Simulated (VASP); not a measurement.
# CO2 (Pa-3) in VASP: single point with r2SCAN+D3(BJ)

Aim: the single point of CO2 with r2SCAN+D3(BJ).

Program: VASP 6.6.1. These are calculated values, not measurements. Logs are shortened: lines on timing, memory, paths and dates and some standing lists are left out, and cuts for length are marked.

**1. The cell of the first run**

Symmetry: Pa-3, No. 205, cubic system. The conventional cell has a = 5.496 Å, b = 5.496 Å, c = 5.496 Å, α = 90.00°, β = 90.00°, γ = 90.00°. Within 1.6 Å of C (site symmetry -3) lie 2 O at 1.16 Å. O (site symmetry 3) has 1 C at 1.16 Å within 1.6 Å.

**2. Single point, r2SCAN+D3(BJ)**

Contents of POSCAR:

```
CO2
1.0
    5.4963824317      0.0000000000      0.0000000000
    0.0000000000      5.4963824317      0.0000000000
    0.0000000000      0.0000000000      5.4963824317
C O
4 8
Direct
    0.0000000000      0.0000000000      0.0000000000
    0.5000000000      0.0000000000      0.5000000000
    0.5000000000      0.5000000000      0.0000000000
    0.0000000000      0.5000000000      0.5000000000
    0.1218254134      0.1218254134      0.1218254134
    0.3781745866      0.8781745866      0.6218254134
    0.6218254134      0.3781745866      0.8781745866
    0.8781745866      0.6218254134      0.3781745866
    0.8781745866      0.8781745866      0.8781745866
    0.6218254134      0.1218254134      0.3781745866
    0.3781745866      0.6218254134      0.1218254134
    0.1218254134      0.3781745866      0.6218254134
```

Contents of INCAR.step1:

```
SYSTEM = CO2
PREC     = Accurate       ! precision mode
ENCUT    = 520            ! plane-wave cutoff, eV
ISMEAR   = 0              ! smearing method
SIGMA    = 0.02           ! smearing width, eV
LREAL    = .False.        ! projectors in reciprocal space
LASPH    = .True.         ! aspherical terms in the spheres
NELM     = 100            ! most SCF steps
NBANDS   = 44             ! bands
GGA      = PE             ! functional
ALGO     = Normal         ! electronic algorithm
EDIFF    = 1E-4           ! SCF threshold, eV
LWAVE    = .True.         ! write WAVECAR
LCHARG   = .False.        ! write CHGCAR
```

Contents of INCAR.step2:

```
SYSTEM = CO2
PREC     = Accurate       ! precision mode
ENCUT    = 520            ! plane-wave cutoff, eV
EDIFF    = 1E-7           ! SCF threshold, eV
ISMEAR   = 0              ! smearing method
SIGMA    = 0.02           ! smearing width, eV
LREAL    = .False.        ! projectors in reciprocal space
LASPH    = .True.         ! aspherical terms in the spheres
NELM     = 100            ! most SCF steps
ALGO     = Normal         ! electronic algorithm
ISIF     = 2              ! what is computed and relaxed
LWAVE    = .False.        ! write WAVECAR
LCHARG   = .True.         ! write CHGCAR
METAGGA  = R2SCAN         ! meta-GGA
LMIXTAU  = .True.       
IVDW     = 12             ! dispersion correction
VDW_S6   = 1.0          
VDW_S8   = 0.78981345   
VDW_A1   = 0.49484001   
VDW_A2   = 5.73083694   
LELF     = .True.         ! ELF
LVHAR    = .True.       
NBANDS   = 44             ! bands
ISTART   = 1
```

Contents of KPOINTS:

```
Automatic mesh
0
Gamma
  4 4 4
  0 0 0
```

Potentials or basis: VASP PAW PBE potentials, release 64 (C, O).

Run with:

```bash
$ cat potpaw_PBE.64/C/POTCAR potpaw_PBE.64/O/POTCAR > POTCAR
$ cp INCAR.step1 INCAR
$ mpirun -np 1 vasp_std > vasp.out
$ cp INCAR.step2 INCAR
$ mpirun -np 1 vasp_std > vasp.out
```

OUTCAR:

```text
SYSTEM = CO2
   PREC = Accurate
   ENCUT = 520
   EDIFF = 1E-7
   ISMEAR = 0
   LREAL = .False.
   LASPH = .True.
   NELM = 100
   ISIF = 2
   METAGGA = R2SCAN
   IVDW = 12
   ISTART = 1
 IVDW          = 12

 ion  position               nearest neighbor table
   1  0.000  0.000  0.000-   5 1.16   9 1.16
   2  0.500  0.000  0.500-   6 1.16  10 1.16
   3  0.500  0.500  0.000-   7 1.16  11 1.16
   4  0.000  0.500  0.500-   8 1.16  12 1.16
   5  0.122  0.122  0.122-   1 1.16
   6  0.378  0.878  0.622-   2 1.16
   7  0.622  0.378  0.878-   3 1.16
   8  0.878  0.622  0.378-   4 1.16
   9  0.878  0.878  0.878-   1 1.16
  10  0.622  0.122  0.378-   2 1.16
  11  0.378  0.622  0.122-   3 1.16
  12  0.122  0.378  0.622-   4 1.16

  LATTYP: Found a simple cubic cell.
 ALAT       =     5.4963824317

  Lattice vectors:

 A1 = (   5.4963824317,   0.0000000000,   0.0000000000)
 A2 = (   0.0000000000,   5.4963824317,   0.0000000000)
 A3 = (   0.0000000000,   0.0000000000,   5.4963824317)

Analysis of symmetry for initial positions (statically):
=====================================================================
 Subroutine PRICEL returns:
 Original cell was already a primitive cell.

 Routine SETGRP: Setting up the symmetry group for a
 simple cubic supercell.

 Subroutine GETGRP returns: Found 24 space group operations
 (whereof  6 operations were pure point group operations)
 out of a pool of 48 trial point group operations.

The static configuration has the point symmetry S_6 .
 The point group associated with its full space group is T_h .

Analysis of symmetry for dynamics (positions and initial velocities):
=====================================================================
 Subroutine PRICEL returns:
 Original cell was already a primitive cell.

 Routine SETGRP: Setting up the symmetry group for a
 simple cubic supercell.

 Subroutine GETGRP returns: Found 24 space group operations
 (whereof  6 operations were pure point group operations)
 out of a pool of 48 trial point group operations.

The dynamic configuration has the point symmetry S_6 .
 The point group associated with its full space group is T_h .

 Subroutine INISYM returns: Found 24 space group operations
 (whereof  6 operations are pure point group operations),
 and found     1 'primitive' translations

----------------------------------------------------------------------------------------

                                     Primitive cell

  volume of cell :     166.0469

  direct lattice vectors                    reciprocal lattice vectors
     5.496382432  0.000000000  0.000000000     0.181937850  0.000000000  0.000000000
     0.000000000  5.496382432  0.000000000     0.000000000  0.181937850  0.000000000
     0.000000000  0.000000000  5.496382432     0.000000000  0.000000000  0.181937850

  length of vectors
     5.496382432  5.496382432  5.496382432     0.181937850  0.181937850  0.181937850

  position of ions in fractional coordinates (direct lattice)
     0.000000000  0.000000000  0.000000000
     0.500000000  0.000000000  0.500000000
     0.500000000  0.500000000  0.000000000
     0.000000000  0.500000000  0.500000000
     0.121825413  0.121825413  0.121825413
     0.378174587  0.878174587  0.621825413
     0.621825413  0.378174587  0.878174587
     0.878174587  0.621825413  0.378174587
     0.878174587  0.878174587  0.878174587
     0.621825413  0.121825413  0.378174587
     0.378174587  0.621825413  0.121825413
     0.121825413  0.378174587  0.621825413

  ion indices of the primitive-cell ions
   primitive index   ion index
                 1           1
                 2           2
                 3           3
                 4           4
                 5           5
                 6           6
                 7           7
                 8           8
                 9           9
                10          10
                11          11
                12          12

----------------------------------------------------------------------------------------

 KPOINTS: Automatic mesh

Automatic generation of k-mesh.
 Grid dimensions read from file:
 generate k-points for:    4    4    4

 Generating k-lattice:

  Cartesian coordinates                     Fractional coordinates (reciprocal lattice)
     0.045484462  0.000000000  0.000000000     0.250000000  0.000000000  0.000000000
     0.000000000  0.045484462  0.000000000     0.000000000  0.250000000  0.000000000
     0.000000000  0.000000000  0.045484462     0.000000000  0.000000000  0.250000000

  Length of vectors
     0.045484462  0.045484462  0.045484462

  Shift w.r.t. Gamma in fractional coordinates (k-lattice)
     0.000000000  0.000000000  0.000000000

 Subroutine IBZKPT returns following result:
 ===========================================

 Found     11 irreducible k-points:

 Following reciprocal coordinates:
            Coordinates               Weight
  0.000000  0.000000  0.000000      1.000000
  0.250000  0.000000  0.000000      6.000000
  0.500000  0.000000  0.000000      3.000000
  0.250000  0.250000  0.000000     12.000000
  0.500000  0.250000  0.000000      6.000000
 -0.250000  0.500000  0.000000      6.000000
  0.500000  0.500000  0.000000      3.000000
  0.250000  0.250000  0.250000      8.000000
  0.500000  0.250000  0.250000     12.000000
  0.500000  0.500000  0.250000      6.000000
  0.500000  0.500000  0.500000      1.000000
   k-points           NKPTS =     11   k-points in BZ     NKDIM =     11   number of bands    NBANDS=     44
   number of dos      NEDOS =    301   number of ions     NIONS =     12
   total plane-waves  NPLWV =  74088
   dimension x,y,z NGX =    42 NGY =   42 NGZ =   42
   dimension x,y,z NGXF=    84 NGYF=   84 NGZF=   84
   ions per type =               4   8
   NGX,Y,Z   is equivalent  to a cutoff of  12.70, 12.70, 12.70 a.u.
   NGXF,Y,Z  is equivalent  to a cutoff of  25.41, 25.41, 25.41 a.u.
 SYSTEM =  CO2
   PREC   = accura    normal or accurate (medium, high low for compatibility)
   ISTART =      1    job   : 0-new  1-cont  2-samecut
   ICHARG =      0    charge: 1-file 2-atom 10-const
   ISPIN  =      1    spin polarized calculation?
   LNONCOLLINEAR =      F non collinear calculations
   LSORBIT =      F    spin-orbit coupling
   LASPH  =      T    aspherical Exc in radial PAW
   ENCUT  =  520.0 eV  38.22 Ry    6.18 a.u.  10.22 10.22 10.22*2*pi/ulx,y,z
   NELM   =    100;   NELMIN=  2; NELMDL=  0     # of ELM steps
   EDIFF  = 0.1E-06   stopping-criterion for ELM
   LREAL  =      F    real-space projection
   EDIFFG = 0.1E-05   stopping-criterion for IOM
   NSW    =      0    number of steps for IOM
   IBRION =     -1    ionic relax: 0-MD 1-quasi-New 2-CG
   NFREE  =      0    steps in history (QN), initial steepest desc. (CG)
   ISIF   =      2    stress and relaxation
   ISYM   =      2    0-nonsym 1-usesym 2-fastsym
   POTIM  = 0.5000    time-step for ionic-motion
   TEBEG  =    0.0;   TEEND  =   0.0 temperature during run
   PSTRESS=    0.0 pullay stress
   NELECT =      64.0000    total number of electrons
   NUPDOWN=      -1.0000    fix difference up-down
   EMIN   =  10.00;   EMAX   =-10.00  energy-range for DOS
   EFERMI =   0.00;   METHOD = LEGACY
   ISMEAR =     0;   SIGMA  =   0.02  broadening in eV -4-tet -1-fermi 0-gaus
   EFERMI_NEDOS =   21; number of points for ismear=-14 and -15
   IALGO  =     38    algorithm
   IMIX   =      4    mixing-type and parameters
     AMIX     =   0.40;   BMIX     =  1.00
     AMIX_MAG =   1.60;   BMIX_MAG =  1.00
  volume/ion in A,a.u.               =      13.84        93.38
  Fermi-wavevector in a.u.,A,eV,Ry     =   1.191401  2.251421 19.312597  1.419436
  Thomas-Fermi vector in A             =   2.327463
   LORBIT       =      0    0 simple, 1 ext, 2 COOP (PROOUT), +10 PAW based schemes
   METAGGA = R2SCAN    functional components
   LHFCALC =     F    Hartree Fock is set to
   AEXX    =    0.0000 exact exchange contribution
   IVDW    =    12    specifies the selected vdW correction
   LEPSILON=     F    determine dielectric tensor
   LRPA    =     F    only Hartree local field effects (RPA)
 non-spin polarized calculation
 Gauss-broadening in eV      SIGMA  =   0.02
  energy-cutoff  :      520.00
  volume of cell :      166.05
 maximum number of plane-waves:      4492
 NGX is ok and might be reduce to    42
   NGX = 21   NGY = 21   NGZ = 21

 number of electron      64.0000001 magnetization

 Free energy of the ion-electron system (eV)
  ---------------------------------------------------
  ext. energy  EPLUGINS =         0.00000000
  ---------------------------------------------------
  free energy    TOTEN  =      -103.03377894 eV

  energy without entropy =     -103.03377894  energy(sigma->0) =     -103.03377894

 E-fermi :  -3.5954     XC(G=0):  -8.6173

 val. band max:       -3.7602650800   @ k =   0.0000   0.0000   0.0000
 cond. band min:       3.7814688478   @ k =   0.0000   0.0000   0.0000
 fundamental gap:      7.5417339278
 Fermi energy:        -3.5954491948

 k-point     1 :       0.0000    0.0000    0.0000
  band No.  band energies     occupation
      1     -25.6901      2.00000
      2     -25.4347      2.00000
      3     -25.4347      2.00000
      4     -25.4347      2.00000
      5     -24.4438      2.00000
      6     -24.4438      2.00000
[... 36 lines left out ...]
     43       8.1289      0.00000
     44       8.1289      0.00000

 k-point     2 :       0.2500    0.0000    0.0000
  band No.  band energies     occupation
      1     -25.6550      2.00000
      2     -25.4750      2.00000
      3     -25.4346      2.00000
      4     -25.4346      2.00000
      5     -24.4417      2.00000
      6     -24.4414      2.00000
[... 36 lines left out ...]
     43       8.4363      0.00000
     44       8.4459      0.00000

 k-point     3 :       0.5000    0.0000    0.0000
  band No.  band energies     occupation
      1     -25.5676      2.00000
      2     -25.5676      2.00000
      3     -25.4344      2.00000
      4     -25.4344      2.00000
      5     -24.4392      2.00000
      6     -24.4392      2.00000
[... 365 lines left out ...]
     43       6.8981      0.00000
     44       6.8981      0.00000

 k-point    11 :       0.5000    0.5000    0.5000
  band No.  band energies     occupation
      1     -25.4977      2.00000
      2     -25.4977      2.00000
      3     -25.4977      2.00000
      4     -25.4977      2.00000
      5     -24.4289      2.00000
      6     -24.4289      2.00000
[... 36 lines left out ...]
     43       6.8724      0.00000
     44       6.8724      0.00000

------------------------ aborting loop because EDIFF is reached ----------------------------------------

 Edisp (eV)   -0.44792

 E8    (eV) :    -0.0838

  FORCE on cell =-STRESS in cart. coord.  units (eV):
  Direction    XX          YY          ZZ          XY          YZ          ZX
  --------------------------------------------------------------------------------------
  -------------------------------------------------------------------------------------
  Total       2.06814     2.06814     2.06814     0.00000     0.00000    -0.00000
  in kB      19.95537    19.95537    19.95537     0.00000     0.00000    -0.00000
  external pressure =       19.96 kB  Pullay stress =        0.00 kB

 VOLUME and BASIS-vectors are now :
 -----------------------------------------------------------------------------
  energy-cutoff  :      520.00
  volume of cell :      166.05
      direct lattice vectors                 reciprocal lattice vectors
     5.496382432  0.000000000  0.000000000     0.181937850  0.000000000  0.000000000
     0.000000000  5.496382432  0.000000000     0.000000000  0.181937850  0.000000000
     0.000000000  0.000000000  5.496382432     0.000000000  0.000000000  0.181937850

 POSITION                                       TOTAL-FORCE (eV/Angst)
 -----------------------------------------------------------------------------------
      0.00000      0.00000      0.00000         0.000000      0.000000     -0.000000
      2.74819      0.00000      2.74819         0.000000      0.000000     -0.000000
      2.74819      2.74819      0.00000         0.000000      0.000000     -0.000000
      0.00000      2.74819      2.74819         0.000000      0.000000     -0.000000
      0.66960      0.66960      0.66960         0.457050      0.457050      0.457050
      2.07859      4.82678      3.41779        -0.457050     -0.457050      0.457050
      3.41779      2.07859      4.82678         0.457050     -0.457050     -0.457050
      4.82678      3.41779      2.07859        -0.457050      0.457050     -0.457050
      4.82678      4.82678      4.82678        -0.457050     -0.457050     -0.457050
      3.41779      0.66960      2.07859         0.457050      0.457050     -0.457050
      2.07859      3.41779      0.66960        -0.457050      0.457050      0.457050
      0.66960      2.07859      3.41779         0.457050     -0.457050      0.457050
 -----------------------------------------------------------------------------------
    total drift:                                0.000000      0.000000      0.000000

  FREE ENERGIE OF THE ION-ELECTRON SYSTEM (eV)
  ---------------------------------------------------
  free  energy   TOTEN  =      -103.4816969892 eV

  energy  without entropy=     -103.4816969892  energy(sigma->0) =     -103.48169699
```

Run time: 3.7 min. Hardware: 1 thread of Intel Xeon Platinum 8375C at 2.90GHz (Ice Lake), shared host; peak memory 0.3 GiB.

Results:

```
Free energy                : -103.4817 eV
Pressure                   : 2.0 GPa
Largest force              : 0.792 eV/Å
Band gap on the k mesh     : 7.54 eV
Dispersion energy per atom : -0.037 eV
```

Forces in eV/Å, atoms in the order of the input:
```
C    0.000  0.000  0.000
C    0.000  0.000  0.000
C    0.000  0.000  0.000
C    0.000  0.000  0.000
O    0.457  0.457  0.457
O   -0.457 -0.457  0.457
O    0.457 -0.457 -0.457
O   -0.457  0.457 -0.457
O   -0.457 -0.457 -0.457
O    0.457  0.457 -0.457
O   -0.457  0.457  0.457
O    0.457 -0.457  0.457
```

Caveat: the PAW data sets were made with another functional, which shifts forces and pressure a little. A k mesh can miss the band edges.
